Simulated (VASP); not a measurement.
# Os (P6_3/mmc) in VASP: notebook

Runs on Os. Level: PBE. Tasks: single point, relaxation of cell and atoms.

Program: VASP 6.6.1. These are calculated values, not measurements. Logs are shortened: lines on timing, memory, paths and dates and some standing lists are left out, and cuts for length are marked.

### 1 The cell of the first run

It takes space group P6_3/mmc (No. 194, hexagonal). Conventional cell: a = 2.756 Å, b = 2.756 Å, c = 4.343 Å, α = 90.00°, β = 90.00°, γ = 120.00°. Within 3.5 Å of Os (site symmetry -6m2) lie 12 Os at 2.69 to 2.76 Å.

### 2 Single point, PBE

INCAR

```
ALGO     = Normal         # electronic algorithm
EDIFF    = 1E-6           # SCF threshold, eV
ENCUT    = 520            # plane-wave cutoff, eV
GGA      = PE             # functional
ISIF     = 2              # what is computed and relaxed
ISMEAR   = -1             # smearing method
LASPH    = True           # aspherical terms in the spheres
LCHARG   = False          # write CHGCAR
LREAL    = False          # projectors in reciprocal space
LWAVE    = False          # write WAVECAR
NBANDS   = 15             # bands
NELM     = 60             # most SCF steps
PREC     = Accurate       # precision mode
SIGMA    = 0.1            # smearing width, eV
```

KPOINTS

```
k-points
0
Gamma
  19 19 11
```

POSCAR

```
Os
1.0
    2.7559294133      0.0000000000      0.0000000000
   -1.3779647066      2.3867048830      0.0000000000
    0.0000000000      0.0000000000      4.3426533301
Os
2
Direct
    0.3333333333      0.6666666667      0.2500000000
    0.6666666667      0.3333333333      0.7500000000
```

Potentials or basis: VASP PAW PBE potentials, release 64 (Os).

Launch:

```
$ cat potpaw_PBE.64/Os/POTCAR > POTCAR
$ mpirun -np 1 vasp_std > vasp.out
```

OUTCAR:

```text
EDIFF = 1E-6
   ENCUT = 520
   GGA = PE
   ISIF = 2
   ISMEAR = -1
   LASPH = True
   LREAL = False
   NELM = 60
   PREC = Accurate

 ion  position               nearest neighbor table
   1  0.333  0.667  0.250-   2 2.69   2 2.69   2 2.69   2 2.69   2 2.69   2 2.69
   2  0.667  0.333  0.750-   1 2.69   1 2.69   1 2.69   1 2.69   1 2.69   1 2.69

  LATTYP: Found a hexagonal cell.
 ALAT       =     2.7559294133
 C/A-ratio  =     1.5757491136

  Lattice vectors:

 A1 = (   2.7559294133,   0.0000000000,   0.0000000000)
 A2 = (  -1.3779647066,   2.3867048830,   0.0000000000)
 A3 = (   0.0000000000,   0.0000000000,   4.3426533301)

Analysis of symmetry for initial positions (statically):
=====================================================================
 Subroutine PRICEL returns:
 Original cell was already a primitive cell.

 Routine SETGRP: Setting up the symmetry group for a
 hexagonal supercell.

 Subroutine GETGRP returns: Found 24 space group operations
 (whereof 12 operations were pure point group operations)
 out of a pool of 24 trial point group operations.

The static configuration has the point symmetry D_3d.
 The point group associated with its full space group is D_6h.

Analysis of symmetry for dynamics (positions and initial velocities):
=====================================================================
 Subroutine PRICEL returns:
 Original cell was already a primitive cell.

 Routine SETGRP: Setting up the symmetry group for a
 hexagonal supercell.

 Subroutine GETGRP returns: Found 24 space group operations
 (whereof 12 operations were pure point group operations)
 out of a pool of 24 trial point group operations.

The dynamic configuration has the point symmetry D_3d.
 The point group associated with its full space group is D_6h.

 Subroutine INISYM returns: Found 24 space group operations
 (whereof 12 operations are pure point group operations),
 and found     1 'primitive' translations

----------------------------------------------------------------------------------------

                                     Primitive cell

  volume of cell :      28.5642

  direct lattice vectors                    reciprocal lattice vectors
     2.755929413  0.000000000  0.000000000     0.362853996  0.209493852  0.000000000
    -1.377964707  2.386704883  0.000000000     0.000000000  0.418987704  0.000000000
     0.000000000  0.000000000  4.342653330     0.000000000  0.000000000  0.230273965

  length of vectors
     2.755929413  2.755929413  4.342653330     0.418987704  0.418987704  0.230273965

  position of ions in fractional coordinates (direct lattice)
     0.333333333  0.666666667  0.250000000
     0.666666667  0.333333333  0.750000000

  ion indices of the primitive-cell ions
   primitive index   ion index
                 1           1
                 2           2

----------------------------------------------------------------------------------------

 KPOINTS: k-points

Automatic generation of k-mesh.
 Grid dimensions read from file:
 generate k-points for:   19   19   11

 Generating k-lattice:

  Cartesian coordinates                     Fractional coordinates (reciprocal lattice)
     0.019097579  0.011025992  0.000000000     0.052631579  0.000000000  0.000000000
     0.000000000  0.022051984  0.000000000     0.000000000  0.052631579  0.000000000
     0.000000000  0.000000000  0.020933997     0.000000000  0.000000000  0.090909091

  Length of vectors
     0.022051984  0.022051984  0.020933997

  Shift w.r.t. Gamma in fractional coordinates (k-lattice)
     0.000000000  0.000000000  0.000000000

 Subroutine IBZKPT returns following result:
 ===========================================

 Found    240 irreducible k-points:

 Following reciprocal coordinates:
            Coordinates               Weight
  0.000000  0.000000  0.000000      1.000000
  0.052632  0.000000  0.000000      6.000000
  0.105263  0.000000  0.000000      6.000000
  0.157895  0.000000  0.000000      6.000000
  0.210526  0.000000  0.000000      6.000000
  0.263158  0.000000  0.000000      6.000000
[... 16 lines left out ...]
  0.263158  0.105263  0.000000     12.000000
  0.315789  0.105263  0.000000     12.000000
 [... further k-points ...]
   k-points           NKPTS =    240   k-points in BZ     NKDIM =    240   number of bands    NBANDS=     15
   number of dos      NEDOS =    301   number of ions     NIONS =      2
   total plane-waves  NPLWV =  12800
   dimension x,y,z NGX =    20 NGY =   20 NGZ =   32
   dimension x,y,z NGXF=    40 NGYF=   40 NGZF=   64
   ions per type =               2
   NGX,Y,Z   is equivalent  to a cutoff of  12.06, 12.06, 12.25 a.u.
   NGXF,Y,Z  is equivalent  to a cutoff of  24.13, 24.13, 24.50 a.u.
 SYSTEM =  unknown system
   PREC   = accura    normal or accurate (medium, high low for compatibility)
   ISTART =      0    job   : 0-new  1-cont  2-samecut
   ICHARG =      2    charge: 1-file 2-atom 10-const
   ISPIN  =      1    spin polarized calculation?
   LNONCOLLINEAR =      F non collinear calculations
   LSORBIT =      F    spin-orbit coupling
   LASPH  =      T    aspherical Exc in radial PAW
   ENCUT  =  520.0 eV  38.22 Ry    6.18 a.u.   5.12  5.12  8.07*2*pi/ulx,y,z
   NELM   =     60;   NELMIN=  2; NELMDL= -5     # of ELM steps
   EDIFF  = 0.1E-05   stopping-criterion for ELM
   LREAL  =      F    real-space projection
   EDIFFG = 0.1E-04   stopping-criterion for IOM
   NSW    =      0    number of steps for IOM
   IBRION =     -1    ionic relax: 0-MD 1-quasi-New 2-CG
   NFREE  =      0    steps in history (QN), initial steepest desc. (CG)
   ISIF   =      2    stress and relaxation
   ISYM   =      2    0-nonsym 1-usesym 2-fastsym
   POTIM  = 0.5000    time-step for ionic-motion
   TEBEG  =    0.0;   TEEND  =   0.0 temperature during run
   PSTRESS=    0.0 pullay stress
   NELECT =      16.0000    total number of electrons
   NUPDOWN=      -1.0000    fix difference up-down
   EMIN   =  10.00;   EMAX   =-10.00  energy-range for DOS
   EFERMI =   0.00;   METHOD = LEGACY
   ISMEAR =    -1;   SIGMA  =   0.10  broadening in eV -4-tet -1-fermi 0-gaus
   EFERMI_NEDOS =   21; number of points for ismear=-14 and -15
   IALGO  =     38    algorithm
   IMIX   =      4    mixing-type and parameters
     AMIX     =   0.40;   BMIX     =  1.00
     AMIX_MAG =   1.60;   BMIX_MAG =  1.00
  volume/ion in A,a.u.               =      14.28        96.38
  Fermi-wavevector in a.u.,A,eV,Ry     =   1.349504  2.550193 24.778399  1.821161
  Thomas-Fermi vector in A             =   2.477085
   LORBIT       =      0    0 simple, 1 ext, 2 COOP (PROOUT), +10 PAW based schemes
   GGA     = PE    functional components
   LHFCALC =     F    Hartree Fock is set to
   AEXX    =    0.0000 exact exchange contribution
   IVDW    =     0    specifies the selected vdW correction
   LEPSILON=     F    determine dielectric tensor
   LRPA    =     F    only Hartree local field effects (RPA)
 non-spin polarized calculation
  energy-cutoff  :      520.00
  volume of cell :       28.56
 maximum number of plane-waves:       784
   NGX = 11   NGY = 11   NGZ = 17

 number of electron      15.9999999 magnetization

 Free energy of the ion-electron system (eV)
  ---------------------------------------------------
  ext. energy  EPLUGINS =         0.00000000
  ---------------------------------------------------
  free energy    TOTEN  =       -22.52081148 eV

  energy without entropy =      -22.48136807  energy(sigma->0) =      -22.50108977

 E-fermi :   9.1765     XC(G=0): -13.9383

 val. band max:        9.1632566700   @ k =   0.3158   0.0526   0.2727
 cond. band min:       9.1938930570   @ k =   0.1579   0.1053   0.2727
 fundamental gap:      0.0306363871
 Fermi energy:         9.1765323692

 k-point     1 :       0.0000    0.0000    0.0000
  band No.  band energies     occupation
      1      -1.5998      2.00000
      2       1.5619      2.00000
      3       6.1897      2.00000
      4       6.1897      2.00000
      5       6.4665      2.00000
      6       7.0098      2.00000
      7       7.0098      2.00000
      8       7.6132      2.00000
      9       7.6132      2.00000
     10       9.2101      0.83369
     11      10.7875      0.00000
     12      10.7875      0.00000
     13      18.0147      0.00000
     14      23.1835      0.00000
     15      25.9217      0.00000

 k-point     2 :       0.0526    0.0000    0.0000
  band No.  band energies     occupation
      1      -1.4900      2.00000
      2       1.6596      2.00000
      3       5.9365      2.00000
      4       6.2857      2.00000
      5       6.6900      2.00000
      6       6.9439      2.00000
      7       7.0993      2.00000
      8       7.4861      2.00000
      9       7.5347      2.00000
     10       8.6522      1.98949
     11      10.8423      0.00000
     12      11.5042      0.00000
     13      18.0061      0.00000
     14      23.4093      0.00000
     15      26.0647      0.00000

 k-point     3 :       0.1053    0.0000    0.0000
  band No.  band energies     occupation
      1      -1.1683      2.00000
      2       1.9356      2.00000
      3       5.5499      2.00000
      4       6.5703      2.00000
      5       6.7383      2.00000
      6       6.9765      2.00000
      7       7.0491      2.00000
      8       7.3242      2.00000
      9       7.3637      2.00000
     10       8.0195      1.99998
     11      10.9839      0.00000
     12      12.7470      0.00000
     13      17.9663      0.00000
     14      24.0275      0.00000
     15      26.4463      0.00000
[... 343 lines left out ...]
 k-point    23 :       0.2632    0.1053    0.0000
  band No.  band energies     occupation
      1       1.6596      2.00000
      2       3.0228      2.00000
      3       3.8270      2.00000
      4       4.7540      2.00000
      5       5.8687      2.00000
      6       6.4584      2.00000
      7       7.0906      2.00000
      8       8.9010      1.88040
      9       9.6623      0.01542
     10      10.5715      0.00000
     11      11.4922      0.00000
     12      17.4888      0.00000
     13      18.6684      0.00000
     14      20.3667      0.00000
     15      22.4234      0.00000

 k-point    24 :       0.3158    0.1053    0.0000
  band No.  band energies     occupation
      1       2.1646      2.00000
      2       2.8021      2.00000
      3       3.3742      2.00000
      4       5.1335      2.00000
      5       5.7364      2.00000
      6       6.8319      2.00000
      7       6.8581      2.00000
      8       9.6373      0.01976
      9      10.3926      0.00001
     10      11.5161      0.00000
     11      11.5540      0.00000
     12      17.5750      0.00000
     13      18.5098      0.00000
     14      19.8523      0.00000
     15      21.1041      0.00000

 [... further k-points ...]

------------------------ aborting loop because EDIFF is reached ----------------------------------------

  FORCE on cell =-STRESS in cart. coord.  units (eV):
  Direction    XX          YY          ZZ          XY          YZ          ZX
  --------------------------------------------------------------------------------------
  -------------------------------------------------------------------------------------
  Total       -0.0641678     -0.0641678      0.0329903     -0.0000000      0.0000000      0.0000000
  in kB       -3.5991968     -3.5991968      1.8504416     -0.0000000      0.0000000      0.0000000
  external PRESSURE =      -1.7826507 kB  Pullay stress =       0.0000000 kB

 VOLUME and BASIS-vectors are now :
 -----------------------------------------------------------------------------
  energy-cutoff  :      520.00
  volume of cell :       28.56
      direct lattice vectors                 reciprocal lattice vectors
     2.755929413  0.000000000  0.000000000     0.362853996  0.209493852  0.000000000
    -1.377964707  2.386704883  0.000000000     0.000000000  0.418987704  0.000000000
     0.000000000  0.000000000  4.342653330     0.000000000  0.000000000  0.230273965

 POSITION                                       TOTAL-FORCE (eV/Angst)
 -----------------------------------------------------------------------------------
     -0.00000      1.59114      1.08566         0.000000     -0.000000      0.000000
      1.37796      0.79557      3.25699        -0.000000      0.000000      0.000000
 -----------------------------------------------------------------------------------
    total drift:                               -0.000000      0.000000     -0.000000

  FREE ENERGIE OF THE ION-ELECTRON SYSTEM (eV)
  ---------------------------------------------------
  free  energy   TOTEN  =       -22.5208114819 eV

  energy  without entropy=      -22.4813680657  energy(sigma->0) =      -22.50108977
```

Wall time 2.2 min (1 thread of Intel Xeon 8259CL, shared host); peak memory 0.21 GiB.

Results:

```
Free energy            : -22.5208 eV
Pressure               : -0.2 GPa
Band gap on the k mesh : zero (bands 8 and 9 overlap by 3.82 eV)
```

Stress tensor (GPa, compression positive):
```
-0.36  0.00  0.00
 0.00 -0.36  0.00
 0.00  0.00  0.19
```

Caveat: spin-orbit coupling is left out, which moves the levels of the heavy elements.

### 3 Single point, PBE

INCAR

```
SYSTEM = Os
  PREC = Accurate
  ENCUT = 520
  EDIFF = 1E-7
  ISMEAR = -1
  SIGMA = 0.1
  LREAL = .False.
  LASPH = .True.
  NELM = 100
  ALGO = Normal
  ISIF = 2
  LWAVE = .False.
  LCHARG = .False.
  GGA = PE
  NBANDS = 15
```

KPOINTS

```
regular mesh
0
Gamma
  13 13 7
  0 0 0
```

POSCAR is that of step 2.

Potentials or basis: VASP PAW PBE potentials, release 64 (Os).

Launch:

```
$ cat potpaw_PBE.64/Os/POTCAR > POTCAR
$ mpirun -np 1 vasp_std > vasp.out
```

It took 12 s on 1 thread of Intel Xeon 6975P-C (Granite Rapids), shared host; peak memory 0.16 GiB.

The run converged. Its results:

| Item | Value |
| --- | --- |
| Free energy | -22.5191 eV |
| Pressure | -0.2 GPa |
| Band gap on the k mesh | zero (bands 8 and 9 overlap by 3.69 eV) |

Stress tensor (GPa, compression positive):
```
-0.15  0.00  0.00
 0.00 -0.15  0.00
 0.00  0.00 -0.25
```

Levels at points of the mesh, in eV from the Fermi level:
| k point | band 6 | band 7 | band 8 | band 9 | band 10 | band 11 |
| --- | --- | --- | --- | --- | --- | --- |
| (0.00, 0.00, 0.00) | -2.21 | -2.21 | -1.61 | -1.61 | -0.01 | 1.57 |

Caveat: spin-orbit coupling is left out, which moves the levels of the heavy elements.

### 4 Relaxation of cell and atoms, PBE

This run uses another cell than the first one, of 13.99 Å³/atom.

INCAR

```
ALGO = Normal
EDIFF = 1E-6
EDIFFG = -0.01
ENCUT = 600
GGA = PE
IBRION = 2
ISIF = 3
ISMEAR = -1
LASPH = True
LCHARG = False
LREAL = False
LWAVE = False
NELM = 60
NSW = 80
PREC = Accurate
SIGMA = 0.1
```

KPOINTS

```
k-points
0
Gamma
  13 13 7
```

POSCAR

```
Os
1.0
    2.7351988376      0.0000000000      0.0000000000
   -1.3675994188      2.3687516778      0.0000000000
    0.0000000000      0.0000000000      4.3190000000
Os
2
Direct
    0.3333333333      0.6666666667      0.2500000000
    0.6666666667      0.3333333333      0.7500000000
```

Launch:

```
$ cat potpaw_PBE.64/Os/POTCAR > POTCAR
$ mpirun -np 1 vasp_std > vasp.out
```

It took 47 s on 1 thread of Intel Xeon 6975P-C (Granite Rapids), shared host; peak memory 0.18 GiB.

The run converged. Its results:

```yaml
Free_energy: -22.5206 eV
Relaxed_volume: 14.28 Å³/atom
Relaxed_cell: a = 2.756 Å, b = 2.756 Å, c = 4.342 Å, α = 90.00°, β = 90.00°, γ = 120.00°
Space_group_after_relaxing_to_0.1_Å: P6_3/mmc (No. 194)
Energy_gained_by_relaxing: 7.7 meV/atom
Ionic_steps: 9
Pressure_after_relaxing: 0.0 GPa
Band_gap_on_the_k_mesh: zero (bands 8 and 9 overlap by 3.70 eV)
```

Step by step:
| step | energy change (eV) | largest force (eV/Å) | pressure (GPa) | volume (Å³) |
| --- | --- | --- | --- | --- |
| 1 | 0.0000 | 0.0000 | 8.66 | 27.98 |
| 2 | 0.2361 | 0.0000 | -28.40 | 31.16 |
| 3 | -0.0152 | 0.0000 | -0.35 | 28.58 |
| 4 | -0.0152 | 0.0000 | -0.03 | 28.56 |
| 5 | -0.0152 | 0.0000 | 0.15 | 28.55 |
| 6 | -0.0152 | 0.0000 | 0.17 | 28.55 |
| 7 | -0.0153 | 0.0000 | 0.16 | 28.55 |
| 8 | -0.0153 | 0.0000 | -0.46 | 28.59 |
| 9 | -0.0153 | 0.0000 | 0.02 | 28.56 |

Final structure:
```xyz
2
Lattice="2.7559 0.0000 0.0000 -1.3779 2.3867 0.0000 0.0000 0.0000 4.3420" Properties=species:S:1:pos:R:3 pbc="T T T"
Os    0.0000    1.5911    1.0855
Os    1.3779    0.7956    3.2565
```

Levels at points of the mesh, in eV from the Fermi level:
| k point | band 6 | band 7 | band 8 | band 9 | band 10 | band 11 |
| --- | --- | --- | --- | --- | --- | --- |
| (0.00, 0.00, 0.00) | -2.21 | -2.21 | -1.61 | -1.61 | -0.01 | 1.57 |

Caveat: spin-orbit coupling is left out, which moves the levels of the heavy elements. Zero-point motion and thermal expansion aren't in these numbers.

### 5 Summary

```tsv
task	cell	k mesh	cutoff (eV)	gap on the mesh (eV)	pressure (GPa)
single point	a = 2.756, b = 2.756, c = 4.343 Å, angles 90.0, 90.0, 120.0°, 2 atoms	19 × 19 × 11	520	none	-0.2
single point	a = 2.756, b = 2.756, c = 4.343 Å, angles 90.0, 90.0, 120.0°, 2 atoms	13 × 13 × 7	520	none	-0.2
relaxation of cell and atoms	relaxed from a = 2.735, b = 2.735, c = 4.319 Å, angles 90.0, 90.0, 120.0°, 2 atoms	13 × 13 × 7	600	none	0.0
```

Alike in all rows: level PBE; potentials or basis VASP PAW PBE potentials, release 64 (Os); no spin polarisation; smearing fermi-dirac 0.1 eV.

Caveats: spin-orbit coupling is left out, which moves the levels of the heavy elements.

Absolute energies hang on the potentials; compare differences alone.
